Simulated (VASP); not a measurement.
# Pd (Fm-3m) in VASP: a series of runs

Pd is run at these levels: LDA, revPBE; tasks: single point.

Everything below comes from runs of VASP 6.6.1. Logs are shortened: lines on timing, memory, paths and dates and some standing lists are left out, and cuts for length are marked.

**1. The cell of the first run**

The structure is cubic, space group Fm-3m (No. 225). The conventional cell has a = 3.893 Å, b = 3.893 Å, c = 3.893 Å, α = 90.00°, β = 90.00°, γ = 90.00°. Pd (site symmetry m-3m) has 12 Pd at 2.75 Å within 3.6 Å.

**2. Single point, LDA, non-collinear spin, zero start, spin-orbit coupling**

INCAR reads:

```
  ALGO = Normal
  EDIFF = 1E-7
  ENCUT = 520
  GGA_COMPAT = False
  ISIF = 2
  ISMEAR = -1
  LASPH = True
  LCHARG = False
  LMAXMIX = 4
  LORBIT = 11
  LORBMOM = True
  LREAL = False
  LSORBIT = True
  LWAVE = False
  MAGMOM = 0 0 0
  NBANDS = 21
  NELM = 150
  PREC = Accurate
  SIGMA = 0.05
```

KPOINTS reads:

```
k-points
0
Gamma
  9 9 9
```

POSCAR reads:

```
Pd
1.0
    0.0000000000      1.9465000000      1.9465000000
    1.9465000000      0.0000000000      1.9465000000
    1.9465000000      1.9465000000      0.0000000000
Pd
1
Direct
    0.0000000000      0.0000000000      0.0000000000
```

Potentials or basis: VASP PAW LDA potentials, release 64 (Pd).

Launch:

```
$ cat potpaw_LDA.64/Pd/POTCAR > POTCAR
$ mpirun -np 1 vasp_ncl > vasp.out
```

OUTCAR:

```text
EDIFF = 1E-7
   ENCUT = 520
   ISIF = 2
   ISMEAR = -1
   LASPH = True
   LORBIT = 11
   LREAL = False
   LSORBIT = True
   NELM = 150
   PREC = Accurate

 ion  position               nearest neighbor table
   1  0.000  0.000  0.000-

  LATTYP: Found a face centered cubic cell.
 ALAT       =     3.8930000000

  Lattice vectors:

 A1 = (   0.0000000000,   1.9465000000,   1.9465000000)
 A2 = (   1.9465000000,   0.0000000000,   1.9465000000)
 A3 = (   1.9465000000,   1.9465000000,   0.0000000000)

Analysis of symmetry for initial positions (statically):
[... 25 lines left out ...]
The dynamic configuration has the point symmetry O_h .

Analysis of structural, dynamic, and magnetic symmetry:
=====================================================================
 Subroutine PRICEL returns:
[... 7 lines left out ...]
 out of a pool of 48 trial point group operations.

The overall configuration has the point symmetry O_h .

 Subroutine INISYM returns: Found 48 space group operations
[... 5 lines left out ...]
                                     Primitive cell

  volume of cell :      14.7500

  direct lattice vectors                    reciprocal lattice vectors
     0.000000000  1.946500000  1.946500000    -0.256871307  0.256871307  0.256871307
     1.946500000  0.000000000  1.946500000     0.256871307 -0.256871307  0.256871307
     1.946500000  1.946500000  0.000000000     0.256871307  0.256871307 -0.256871307

  length of vectors
     2.752766699  2.752766699  2.752766699     0.444914156  0.444914156  0.444914156

  position of ions in fractional coordinates (direct lattice)
     0.000000000  0.000000000  0.000000000

  ion indices of the primitive-cell ions
   primitive index   ion index
                 1           1

----------------------------------------------------------------------------------------

 KPOINTS: k-points

Automatic generation of k-mesh.
 Grid dimensions read from file:
 generate k-points for:    9    9    9

 Generating k-lattice:

  Cartesian coordinates                     Fractional coordinates (reciprocal lattice)
    -0.028541256  0.028541256  0.028541256     0.111111111  0.000000000  0.000000000
     0.028541256 -0.028541256  0.028541256     0.000000000  0.111111111  0.000000000
     0.028541256  0.028541256 -0.028541256     0.000000000  0.000000000  0.111111111

  Length of vectors
     0.049434906  0.049434906  0.049434906

  Shift w.r.t. Gamma in fractional coordinates (k-lattice)
     0.000000000  0.000000000  0.000000000

 Subroutine IBZKPT returns following result:
 ===========================================

 Found     35 irreducible k-points:

 Following reciprocal coordinates:
            Coordinates               Weight
  0.000000  0.000000  0.000000      1.000000
  0.111111  0.000000  0.000000      8.000000
  0.222222  0.000000  0.000000      8.000000
  0.333333  0.000000  0.000000      8.000000
  0.444444  0.000000  0.000000      8.000000
  0.111111  0.111111  0.000000      6.000000
[... 16 lines left out ...]
 -0.333333  0.333333  0.000000     12.000000
  0.444444  0.444444  0.000000      6.000000
 [... further k-points ...]
   k-points           NKPTS =     35   k-points in BZ     NKDIM =     35   number of bands    NBANDS=     21
   number of dos      NEDOS =    301   number of ions     NIONS =      1
   total plane-waves  NPLWV =   8000
   dimension x,y,z NGX =    20 NGY =   20 NGZ =   20
   dimension x,y,z NGXF=    40 NGYF=   40 NGZF=   40
   ions per type =               1
   NGX,Y,Z   is equivalent  to a cutoff of  12.08, 12.08, 12.08 a.u.
   NGXF,Y,Z  is equivalent  to a cutoff of  24.16, 24.16, 24.16 a.u.
 SYSTEM =  unknown system
   PREC   = accura    normal or accurate (medium, high low for compatibility)
   ISTART =      0    job   : 0-new  1-cont  2-samecut
   ICHARG =      2    charge: 1-file 2-atom 10-const
   ISPIN  =      1    spin polarized calculation?
   LNONCOLLINEAR =      T non collinear calculations
   LSORBIT =      T    spin-orbit coupling
   LASPH  =      T    aspherical Exc in radial PAW
   ENCUT  =  520.0 eV  38.22 Ry    6.18 a.u.   5.12  5.12  5.12*2*pi/ulx,y,z
   NELM   =    150;   NELMIN=  2; NELMDL= -5     # of ELM steps
   EDIFF  = 0.1E-06   stopping-criterion for ELM
   LREAL  =      F    real-space projection
   EDIFFG = 0.1E-05   stopping-criterion for IOM
   NSW    =      0    number of steps for IOM
   IBRION =     -1    ionic relax: 0-MD 1-quasi-New 2-CG
   NFREE  =      0    steps in history (QN), initial steepest desc. (CG)
   ISIF   =      2    stress and relaxation
   ISYM   =      2    0-nonsym 1-usesym 2-fastsym
   POTIM  = 0.5000    time-step for ionic-motion
   TEBEG  =    0.0;   TEEND  =   0.0 temperature during run
   PSTRESS=    0.0 pullay stress
   NELECT =      10.0000    total number of electrons
   NUPDOWN=      -1.0000    fix difference up-down
   EMIN   =  10.00;   EMAX   =-10.00  energy-range for DOS
   EFERMI =   0.00;   METHOD = LEGACY
   ISMEAR =    -1;   SIGMA  =   0.05  broadening in eV -4-tet -1-fermi 0-gaus
   EFERMI_NEDOS =   21; number of points for ismear=-14 and -15
   IALGO  =     38    algorithm
   IMIX   =      4    mixing-type and parameters
     AMIX     =   0.40;   BMIX     =  1.00
     AMIX_MAG =   1.60;   BMIX_MAG =  1.00
  volume/ion in A,a.u.               =      14.75        99.54
  Fermi-wavevector in a.u.,A,eV,Ry     =   1.438171  2.717748 28.141404  2.068335
  Thomas-Fermi vector in A             =   2.557167
   LORBIT       =     11    0 simple, 1 ext, 2 COOP (PROOUT), +10 PAW based schemes
   GGA     = CA    functional components
   LHFCALC =     F    Hartree Fock is set to
   AEXX    =    0.0000 exact exchange contribution
   IVDW    =     0    specifies the selected vdW correction
   LEPSILON=     F    determine dielectric tensor
   LRPA    =     F    only Hartree local field effects (RPA)
  energy-cutoff  :      520.00
  volume of cell :       14.75
 maximum number of plane-waves:       822
   NGX = 11   NGY = 11   NGZ = 11

 number of electron      10.0000000 magnetization       0.0000000      0.0000000      0.0000000

 number of electron       9.9999999 magnetization      -0.0000000     -0.0000000     -0.0000000

 number of electron       9.9999999 magnetization       0.0000000     -0.0000000     -0.0000000

 number of electron       9.9999999 magnetization      -0.0000000      0.0000000      0.0000000

 Free energy of the ion-electron system (eV)
  ---------------------------------------------------
  ext. energy  EPLUGINS =         0.00000000
  ---------------------------------------------------
  free energy    TOTEN  =        -6.53779494 eV

  energy without entropy =       -6.51977743  energy(sigma->0) =       -6.52878618

 E-fermi :   9.5644     XC(G=0): -13.5206

 val. band max:        9.5435079685   @ k =   0.4444   0.1111   0.0000
 cond. band min:       9.5790445938   @ k =   0.4444   0.0000   0.0000
 fundamental gap:      0.0355366252
 Fermi energy:         9.5643795806

 k-point     1 :       0.0000    0.0000    0.0000
  band No.  band energies     occupation
      1       2.3556      1.00000
      2       2.3556      1.00000
      3       6.5734      1.00000
      4       6.5734      1.00000
      5       6.5734      1.00000
      6       6.5734      1.00000
[... 13 lines left out ...]
     20      31.5200      0.00000
     21      35.2988      0.00000

 k-point     2 :       0.1111    0.0000    0.0000
  band No.  band energies     occupation
      1       2.7931      1.00000
      2       2.7931      1.00000
      3       6.4986      1.00000
      4       6.4986      1.00000
      5       6.6878      1.00000
      6       6.6878      1.00000
[... 13 lines left out ...]
     20      32.0173      0.00000
     21      35.3454      0.00000
[... 487 lines left out ...]
      5       6.8677      1.00000
      6       6.8677      1.00000
[... 13 lines left out ...]
     20      29.3806      0.00000
     21      35.3606      0.00000

 k-point    24 :       0.4444    0.4444    0.0000
  band No.  band energies     occupation
      1       4.2170      1.00000
      2       4.2170      1.00000
      3       4.4726      1.00000
      4       4.4726      1.00000
      5       9.4351      0.92997
      6       9.4351      0.92997
[... 13 lines left out ...]
     20      31.0477      0.00000
     21      31.1759      0.00000

 [... further k-points ...]
[... 5 lines left out ...]
  --------------------------------------------------------------------------------------
  -------------------------------------------------------------------------------------
  Total       -0.7726258     -0.7726258     -0.7726258      0.0000000      0.0000000      0.0000000
  in kB      -83.9240726    -83.9240726    -83.9240726      0.0000000      0.0000000      0.0000000
  external PRESSURE =     -83.9240726 kB  Pullay stress =       0.0000000 kB

 VOLUME and BASIS-vectors are now :
 -----------------------------------------------------------------------------
  energy-cutoff  :      520.00
  volume of cell :       14.75
      direct lattice vectors                 reciprocal lattice vectors
     0.000000000  1.946500000  1.946500000    -0.256871307  0.256871307  0.256871307
     1.946500000  0.000000000  1.946500000     0.256871307 -0.256871307  0.256871307
     1.946500000  1.946500000  0.000000000     0.256871307  0.256871307 -0.256871307

 POSITION                                       TOTAL-FORCE (eV/Angst)
 -----------------------------------------------------------------------------------
      0.00000      0.00000      0.00000         0.000000     -0.000000     -0.000000
 -----------------------------------------------------------------------------------
    total drift:                                0.000000      0.000000      0.000000

  FREE ENERGIE OF THE ION-ELECTRON SYSTEM (eV)
  ---------------------------------------------------
  free  energy   TOTEN  =        -6.5377949368 eV

  energy  without entropy=       -6.5197774300  energy(sigma->0) =       -6.52878618

 orbital moment (x)

 # of ion     p       d       tot
 ----------------------------------------
  1        -0.000   0.000   0.000
 ----------------------------------------
           -0.000   0.000   0.000

 orbital moment (y)

 # of ion     p       d       tot
 ----------------------------------------
  1         0.000   0.000   0.000
 ----------------------------------------
            0.000   0.000   0.000

 orbital moment (z)

 # of ion     p       d       tot
 ----------------------------------------
  1         0.000   0.000   0.000
 ----------------------------------------
            0.000   0.000   0.000

 Spin-Orbit-Coupling matrix elements

 Ion:    1  E_soc:     -0.0848387
 l=   1
     0.0000000    -0.0025947    -0.0025947
    -0.0025947     0.0000000    -0.0025947
    -0.0025947    -0.0025947     0.0000000
 l=   2
     0.0000000    -0.0022618     0.0000000    -0.0022618    -0.0092833
    -0.0022618     0.0000000    -0.0069625    -0.0022618    -0.0023208
     0.0000000    -0.0069625     0.0000000    -0.0069625     0.0000000
    -0.0022618    -0.0022618    -0.0069625     0.0000000    -0.0023208
    -0.0092833    -0.0023208     0.0000000    -0.0023208     0.0000000
 l=   3
     0.0000000     0.0000000     0.0000000     0.0000000     0.0000000     0.0000000     0.0000000
     0.0000000     0.0000000     0.0000000     0.0000000     0.0000000     0.0000000     0.0000000
     0.0000000     0.0000000     0.0000000     0.0000000     0.0000000     0.0000000     0.0000000
     0.0000000     0.0000000     0.0000000     0.0000000     0.0000000     0.0000000     0.0000000
     0.0000000     0.0000000     0.0000000     0.0000000     0.0000000     0.0000000     0.0000000
     0.0000000     0.0000000     0.0000000     0.0000000     0.0000000     0.0000000     0.0000000
     0.0000000     0.0000000     0.0000000     0.0000000     0.0000000     0.0000000     0.0000000

 total charge

# of ion       s       p       d       tot
------------------------------------------
    1        0.499   0.488   8.447   9.434

 magnetization (x)

# of ion       s       p       d       tot
------------------------------------------
    1        0.000   0.000  -0.000  -0.000

 magnetization (y)

# of ion       s       p       d       tot
------------------------------------------
    1       -0.000   0.000  -0.000  -0.000

 magnetization (z)

# of ion       s       p       d       tot
------------------------------------------
    1       -0.000  -0.000   0.000   0.000
```

Run time: 37 s. Hardware: 1 thread of Intel Xeon 8259CL, shared host; peak memory 0.15 GiB.

Results:

- Free energy: -6.5378 eV
- Pressure: -8.4 GPa
- Net moment: 0.00 μB per cell
- Valence electrons inside the program's atomic spheres: Pd 9.43

Moments on the atoms (μB; x, y, z):
```
Pd  0.00 0.00 0.00
```

**3. Single point, revPBE**

INCAR reads:

```
SYSTEM = Pd
PREC = Accurate ; ENCUT = 520
EDIFF = 1E-6 ; ISMEAR = -1
SIGMA = 0.05 ; LREAL = .False.
LASPH = .True. ; NELM = 100
ALGO = Normal ; ISIF = 2
LWAVE = .False. ; LCHARG = .False.
GGA = RE ; NBANDS = 11
```

KPOINTS reads:

```
regular mesh
0
Gamma
  12 12 12
  0 0 0
```

POSCAR is that of step 2.

Potentials or basis: VASP PAW PBE potentials, release 64 (Pd).

Launch:

```
$ cat potpaw_PBE.64/Pd/POTCAR > POTCAR
$ mpirun -np 1 vasp_std > vasp.out
```

Run time: 20 s. Hardware: 1 thread of Intel Xeon 8259CL, shared host; peak memory 0.13 GiB.

Results (log left out):

- Free energy: -4.7323 eV
- Pressure: 10.1 GPa
- Band gap on the k mesh: zero (band 5 reaches 10.13 eV, above the bottom of band 6 at 8.55 eV)

Levels at points of the mesh, in eV from the Fermi level:
```
           k point  band 3  band 4  band 5  band 6  band 7  band 8
(0.00, 0.00, 0.00)   -2.81   -2.81   -1.21   -1.21   17.22   22.02
(0.50, 0.00, 0.00)   -2.86   -0.01   -0.01    1.07    7.38   16.58
(0.50, 0.50, 0.00)   -0.04    0.31    0.31    3.41   10.83   13.28
```

Caveat: the PAW data sets were made with another functional, which shifts forces and pressure a little.
